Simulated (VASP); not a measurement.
Wanted: the native input for a VASP 6.6.1 run.

| Quantity | Value |
| --- | --- |
| Task | relaxation of cell and atoms |
| Functional | PBE |
| Potentials or basis | VASP PAW PBE potentials, release 64 (P) |
| Cutoff | 600 eV |
| k mesh | 16 × 16 × 9 |
| Occupations | fermi-dirac, width 0.05 eV |
| Spin | no spin polarisation |
| Target pressure | 2.2 GPa |
| Dipole correction | no |
| Further INCAR settings | ALGO = Normal; EDIFF = 1e-06; IBRION = 2; EDIFFG = -0.005; NSW = 32; ISIF = 3 |

The structure of P lies in POSCAR:

```
P
1.0
    3.2652068437      0.0000000000      0.0000000000
   -1.6326034219      2.8277520753      0.0000000000
    0.0000000000      0.0000000000      3.2079736135
P
2
Direct
    0.3333333333      0.6666666667      0.2500000000
    0.6666666667      0.3333333333      0.7500000000
```

This isn't the form of P at room conditions, which is orthorhombic.

The input as run:

INCAR

```
SYSTEM = P
ALGO = Normal ; EDIFF = 1E-6
EDIFFG = -0.005 ; ENCUT = 600
GGA = PE ; IBRION = 2
ISIF = 3 ; ISMEAR = -1
LASPH = .True. ; LCHARG = .False.
LREAL = .False. ; LWAVE = .False.
NELM = 60 ; NSW = 32
PREC = Accurate ; PSTRESS = 22.0
SIGMA = 0.05
```

KPOINTS

```
k-points
0
Gamma
  16 16 9
  0 0 0
```

Potentials or basis: VASP PAW PBE potentials, release 64 (P).

Launch:

```bash
$ cat potpaw_PBE.64/P/POTCAR > POTCAR
$ mpirun -np 1 vasp_std > vasp.out
```

It gave:

```
Relaxed volume                                             : 14.78 Å³/atom
Relaxed cell                                               : a = 3.263 Å, b = 3.263 Å, c = 3.205 Å, α = 90.00°, β = 90.00°, γ = 120.00°
Space group after relaxing (to 0.1 Å)                      : P6_3/mmc (No. 194)
Energy change on relaxing (the run minimises the enthalpy) : +0.4 meV/atom
Ionic steps                                                : 3
Pressure after relaxing                                    : 2.2 GPa
Band gap on the k mesh                                     : zero (bands 5 and 6 overlap by 5.12 eV)
```

Caveat: the cell is relaxed towards a set pressure, so the run minimises the enthalpy, not the energy.

Wall time 74 s on 1 thread of Intel Xeon 8259CL (shared host), peak memory 0.18 GiB.
